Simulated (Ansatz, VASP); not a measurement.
One calculation of BaTiO3, two programs

The input POSCAR:

```
BaTiO3
1.0
    7.9931796700      0.0000000000      0.0000000000
    0.0103206100      3.9965798500      0.0000000000
    0.0103206100      0.0103006400      3.9965598900
Ba Ti O
2 2 6
Direct
    0.0000000000      0.0000000000      0.0000000000
    0.5000000000      0.0000000000      0.0000000000
    0.2430000000      0.4860000000      0.4860000000
    0.7430000000      0.4860000000      0.4860000000
    0.2542000000      0.5084000000      0.0185000000
    0.7542000000      0.5084000000      0.0185000000
    0.0092500000      0.5084000000      0.5084000000
    0.5092500000      0.5084000000      0.5084000000
    0.2542000000      0.0185000000      0.5084000000
    0.7542000000      0.0185000000      0.5084000000
```

INCAR.step1

```
SYSTEM = BaTiO3
ALGO     = Normal         ! electronic algorithm
EDIFF    = 1E-4           ! SCF threshold, eV
ENCUT    = 520            ! plane-wave cutoff, eV
GGA      = PE             ! functional
ISMEAR   = -1             ! smearing method
LASPH    = .True.         ! aspherical terms in the spheres
LCHARG   = .False.        ! write CHGCAR
LREAL    = .False.        ! projectors in reciprocal space
LWAVE    = .True.         ! write WAVECAR
NBANDS   = 51             ! bands
NELM     = 100            ! most SCF steps
PREC     = Accurate       ! precision mode
SIGMA    = 0.0258         ! smearing width, eV
```

INCAR.step2

```
SYSTEM = BaTiO3
ALGO     = Normal         ! electronic algorithm
EDIFF    = 1E-7           ! SCF threshold, eV
ENCUT    = 520            ! plane-wave cutoff, eV
ISIF     = 2              ! what is computed and relaxed
ISMEAR   = -1             ! smearing method
ISTART   = 1            
LASPH    = .True.         ! aspherical terms in the spheres
LCHARG   = .False.        ! write CHGCAR
LMIXTAU  = .True.       
LREAL    = .False.        ! projectors in reciprocal space
LWAVE    = .False.        ! write WAVECAR
METAGGA  = R2SCAN         ! meta-GGA
NBANDS   = 51             ! bands
NELM     = 100            ! most SCF steps
PREC     = Accurate       ! precision mode
SIGMA    = 0.0258         ! smearing width, eV
```

KPOINTS

```
k-points
0
Gamma
  3 6 6
  0 0 0
```

Input for Ansatz:

```yaml
crystal:
  lattice:
    - [7.99317967, 0.0, 0.0]
    - [0.01032061, 3.99657985, 0.0]
    - [0.01032061, 0.01030064, 3.99655989]
  atoms:
    - { symbol: Ba, position: [0.0, 0.0, 0.0] }
    - { symbol: Ba, position: [0.5, 0.0, 0.0] }
    - { symbol: Ti, position: [0.243, 0.486, 0.486] }
    - { symbol: Ti, position: [0.743, 0.486, 0.486] }
    - { symbol: O, position: [0.2542, 0.5084, 0.0185] }
    - { symbol: O, position: [0.7542, 0.5084, 0.0185] }
    - { symbol: O, position: [0.00925, 0.5084, 0.5084] }
    - { symbol: O, position: [0.50925, 0.5084, 0.5084] }
    - { symbol: O, position: [0.2542, 0.0185, 0.5084] }
    - { symbol: O, position: [0.7542, 0.0185, 0.5084] }
  symmetry: { tolerance: 0.0003 }
kpoints:
  mp_grid: { grid: [3, 6, 6], shift: [0, 0, 0] }
  band_path:
    path:
      - [0.0, 0.0, 0.0]
      - [-1.0, -0.5, -0.5]
      - [-0.9948611, -0.50256945, -0.5]
      - [0.99486073, -0.50000018, -0.49743129]
      - [1.9e-07, -0.49999991, -4.6e-07]
      - [0.0, 0.0, 0.0]
      - [0.99743055, -0.49871527, -8.3e-07]
      - [-1.8e-07, -0.50128482, -0.49871565]
      - [-1.9e-07, -0.50000009, -0.50000037]
      - [0.0, 0.0, 0.0]
    npoints: 6
magnetization:
  spin_polarized: false
scf:
  occupations: { method: fermi_dirac, width: 0.0258 }
  lower_state_search: "off"
  max_iter: 200
hamiltonian:
  pseudopotentials: { kind: paw }
  xc: r2scan
basis:
  ecutwfc: 500
  fft_grid_basis: typed
output:
  forces: true
  stress: true
  eigenvalues: true
  bader: true
  populations: true
  elf: true
  write_potential: true
  volumetric_format: npy
  dos:
    e_range: [-12, 8]
    de: 0.05
    projected: { site_lists: { Ba: [Ba], O: [O], Ti: [Ti] } }
checkpoint:
  read: saved_state
```

Alike in both runs: task single point; functional r2SCAN; k mesh 3 × 6 × 6; occupations fermi-dirac, width 0.0258 eV; no spin polarisation.

|  | VASP | Ansatz |
| --- | --- | --- |
| version | VASP 6.6.1 | Ansatz 0.2.0 |
| potentials or method | VASP PAW PBE potentials, release 64 (Ba_sv, Ti_sv, O), cutoff 520 eV | PAW plane waves |
| valence electrons in the cell | 80 | 80 |

Ansatz gave:

```
gap on the k mesh at the Fermi level (eV)                     : 2.79
pressure (GPa)                                                : 2.9
traceless stress, the component that is largest in VASP (GPa) : -0.07
rms of the force components (eV/Å)                            : 0.070
```

Task: Estimate VASP's values.

Result: gap on the k mesh at the Fermi level (eV): 2.76; pressure (GPa): 5.0; traceless stress, the component that is largest in VASP (GPa): -0.11; rms of the force components (eV/Å): 0.119.

VASP's potentials were made for PBE, not for r2SCAN. Atom by atom the forces differ by 0.061 eV/Å (rms over components). Ansatz's warnings: structure snapped to symmetry.

Spin-orbit coupling is off throughout.
